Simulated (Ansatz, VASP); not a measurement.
## NaI in VASP and in Ansatz

```xyz
2
Lattice="0.0000 3.2418 3.2418 3.2418 0.0000 3.2418 3.2418 3.2418 0.0000" Properties=species:S:1:pos:R:3 pbc="T T T"
Na    0.0280    0.0095    0.0215
I     3.0958    3.0732    3.3805
```

Alike in both runs: task single point; functional PBEsol; k mesh 4 × 4 × 4; no spin polarisation.

|  | VASP | Ansatz |
| --- | --- | --- |
| version | VASP 6.6.1 | Ansatz 0.2.0 |
| potentials or method | VASP PAW PBE potentials, release 64 (Na_pv, I), cutoff 520 eV | plane waves, PAW |
| occupations | gaussian, width 0.01 eV | fixed |
| valence electrons in the cell | 14 | 26 |

```csv
,VASP,Ansatz,Ansatz less VASP
pressure (GPa),-0.1,-0.2,-0.03
"traceless stress, the component that is largest in VASP (GPa)",-0.20,-0.20,+0.003
rms of the force components (eV/Å),0.133,0.131,-0.0021
```

VASP's potentials were made for PBE, not for PBEsol. Atom by atom the forces differ by 0.002 eV/Å (rms over components). VASP's potentials hold 14 valence electrons a cell and Ansatz's 26, so a difference there can come from the potentials and not from the codes. Ansatz's warnings: stress scf threshold loose.

Spin-orbit coupling is off throughout.
